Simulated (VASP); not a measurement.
Runs of VASP 6.6.1 on Ge. The structure is that of space group P6_3/mmc (No. 194), or close to it. The cells are those of the table. This isn't the form of Ge at room conditions, which is diamond.

```csv
task,cell,k mesh,cutoff (eV),gap on the mesh (eV),pressure (GPa)
single point,"a = 2.907, b = 2.907, c = 4.513 Å, angles 90.0, 90.0, 120.0°, 2 atoms",14 × 14 × 8,520,none,(a)
single point,"a = 2.948, b = 2.948, c = 4.577 Å, angles 90.0, 90.0, 120.0°, 2 atoms",14 × 14 × 8,520,none,3.8
single point,"a = 2.864, b = 2.864, c = 4.446 Å, angles 90.0, 90.0, 120.0°, 2 atoms",14 × 14 × 8,520,none,(b)
single point,"a = 2.989, b = 2.989, c = 4.640 Å, angles 90.0, 90.0, 120.0°, 2 atoms",20 × 20 × 11,520,none,0.1
single point,"a = 2.989, b = 2.989, c = 4.640 Å, angles 90.0, 90.0, 120.0°, 2 atoms",14 × 14 × 8,520,none,0.1
single point,"a = 3.028, b = 3.028, c = 4.701 Å, angles 90.0, 90.0, 120.0°, 2 atoms",14 × 14 × 8,520,none,-2.5
single point,"a = 3.066, b = 3.066, c = 4.761 Å, angles 90.0, 90.0, 120.0°, 2 atoms",14 × 14 × 8,520,none,-4.9
single point,"a = 2.989, b = 2.989, c = 4.640 Å, angles 90.0, 90.0, 120.0°, 2 atoms",12 × 12 × 7,520,none,-0.1
relaxation of cell and atoms,"relaxed from a = 3.008, b = 3.008, c = 4.911 Å, angles 90.0, 90.0, 120.0°, 2 atoms",12 × 12 × 7,600,none,0.0
single point,"a = 3.104, b = 3.104, c = 4.819 Å, angles 90.0, 90.0, 120.0°, 2 atoms",14 × 14 × 8,520,none,-6.6
```

Alike in all rows: level LDA; potentials or basis VASP PAW LDA potentials, release 64 (Ge_d); no spin polarisation; smearing fermi-dirac 0.1 eV.

Estimate the missing entries.

(a) 8.1; (b) 13.3.

Caveats: the cell stands under pressure (at least some runs); the cell stands under tension (at least some runs).

A k mesh can miss the band edges, and the runs leave out spin-orbit coupling on Ge.

A gap of «none» marks levels without a gap at the run's occupations.
